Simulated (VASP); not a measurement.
Runs of VASP 6.6.1 on NaH. The structure is that of space group F-43m (No. 216), or close to it. The cells are those of the table. 

```csv
level,cell,k mesh,grid for exact exchange (PRECFOCK),share of exact exchange,screening parameter,gap on the mesh (eV),pressure (GPa)
r2SCAN,"a = 3.661, b = 3.661, c = 3.709 Å, angles 59.6, 59.6, 60.9°, 2 atoms",8 × 8 × 8,-,-,-,4.03,-0.2
r2SCAN,"a = 3.747, b = 3.747, c = 3.673 Å, angles 60.7, 60.7, 58.7°, 2 atoms",8 × 8 × 8,-,-,-,(b),-0.8
r2SCAN,"a = 3.682, b = 3.682, c = 3.636 Å, angles 60.4, 60.4, 59.2°, 2 atoms",8 × 8 × 8,-,-,-,4.03,-0.1
HSE06,"a = 3.673 Å, angles 60.0°, 2 atoms",6 × 6 × 6,Normal,0.25,0.2079 1/Å,(a),0.1
```

Alike in all rows: task single point; potentials or basis VASP PAW PBE potentials, release 64 (Na_pv, H); no spin polarisation; cutoff (eV) 520; smearing gaussian 0.01 eV.

Problem. Estimate the missing entries.

Solution. (a) 4.63; (b) 3.98.

Caveats: the structure was generated, so it needn't be the stable form of NaH; the PAW data sets were made with another functional, which shifts forces and pressure a little.

A k mesh can miss the band edges.
